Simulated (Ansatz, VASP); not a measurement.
PbS: VASP beside Ansatz

INCAR

```
SYSTEM = PbS
  PREC = Accurate
  ENCUT = 520
  EDIFF = 1E-6
  ISMEAR = -1
  SIGMA = 0.02
  LREAL = .False.
  LASPH = .True.
  NELM = 100
  ALGO = Normal
  ISIF = 2
  LWAVE = .False.
  LCHARG = .True.
  GGA = CA
  LELF = .True.
  LVHAR = .True.
  NBANDS = 28
```

The input KPOINTS:

```
Automatic mesh
0
Gamma
  4 4 2
  0 0 0
```

The input POSCAR:

```
PbS
1.0
    2.0569418400     -3.5658292700      0.0000000000
    2.0569418400      3.5658292700      0.0000000000
    0.0000000000      0.0000000000      7.5599447400
Pb S
2 2
Direct
    0.0010316600      0.9989683400      0.4867318100
    0.9989683400      0.0010316600      0.9867318100
    0.6671454800      0.3328545200      0.6924681900
    0.3328545200      0.6671454800      0.1924681900
```

Input for Ansatz:

```yaml
crystal:
  lattice:
    - [2.05694184, -3.56582927, 0.0]
    - [2.05694184, 3.56582927, 0.0]
    - [0.0, 0.0, 7.55994474]
  atoms:
    - { symbol: Pb, position: [0.00103166, 0.99896834, 0.48673181] }
    - { symbol: Pb, position: [0.99896834, 0.00103166, 0.98673181] }
    - { symbol: S, position: [0.66714548, 0.33285452, 0.69246819] }
    - { symbol: S, position: [0.33285452, 0.66714548, 0.19246819] }
basis:
  ecutwfc: 510.0
kpoints:
  mp_grid:
    grid: [4, 4, 2]
hamiltonian:
  xc: lda
  pseudopotentials:
    kind: paw
scf:
  convergence:
    dr2_threshold: 1.0e-08
  occupations:
    method: fermi_dirac
    width: 0.02
output:
  stress: true
```

Alike in both runs: task single point; functional LDA; k mesh 4 × 4 × 2; occupations fermi-dirac, width 0.02 eV; no spin polarisation.

|  | VASP | Ansatz |
| --- | --- | --- |
| version | VASP 6.6.1 | Ansatz 0.2.0 |
| potentials or method | VASP PAW LDA potentials, release 64 (Pb_d, S), cutoff 520 eV | plane waves, PAW |
| valence electrons in the cell | 40 | 40 |

Ansatz gave:

* pressure (GPa): -3.4
* traceless stress, the component that is largest in VASP (GPa): -0.56

Task: What did VASP give for the same quantities?

Result: Pressure (GPa): -3.4; traceless stress, the component that is largest in VASP (GPa): -0.54.

LDA's correlation is that of Perdew and Zunger in VASP and of Perdew and Wang (1992) in Ansatz. Ansatz's warnings: stress scf threshold loose.

The k mesh is coarse, so the values compare programs but aren't converged. Neither program's run includes spin-orbit coupling.
